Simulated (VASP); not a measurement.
Input of a VASP 6.6.1 run:

The input INCAR:

```
PREC     = Accurate       # precision mode
ENCUT    = 500            # plane-wave cutoff, eV
EDIFF    = 1E-6           # SCF threshold, eV
ISMEAR   = -1             # smearing method
SIGMA    = 0.02           # smearing width, eV
LREAL    = F              # projectors in reciprocal space
LASPH    = T              # aspherical terms in the spheres
NELM     = 120            # most SCF steps
ALGO     = Normal         # electronic algorithm
ISIF     = 2              # what is computed and relaxed
LWAVE    = F              # write WAVECAR
LCHARG   = F              # write CHGCAR
GGA      = PE             # functional
NBANDS   = 17             # bands
GGA_COMPAT= F
```

File KPOINTS:

```
regular mesh
0
Gamma
  8 8 8
```

POSCAR

```
TlCl
1.0
    3.7690043929      0.0000000000      0.0000000000
    0.0000000000      3.7690043929      0.0000000000
    0.0000000000      0.0000000000      3.7690043929
Tl Cl
1 1
Direct
    0.0000000000      0.0000000000      0.0000000000
    0.5000000000      0.5000000000      0.5000000000
```

Potentials or basis: VASP PAW PBE potentials, release 64 (Tl_d, Cl).

Run with:

```console
$ cat potpaw_PBE.64/Tl_d/POTCAR potpaw_PBE.64/Cl/POTCAR > POTCAR
$ mpirun -np 1 vasp_std > vasp.out
```

Estimate the pressure.

2.9 GPa.

What does it give for the band gap on the k mesh?

1.95 eV.

Caveat: spin-orbit coupling is left out, which moves the levels of the heavy elements. A k mesh can miss the band edges.
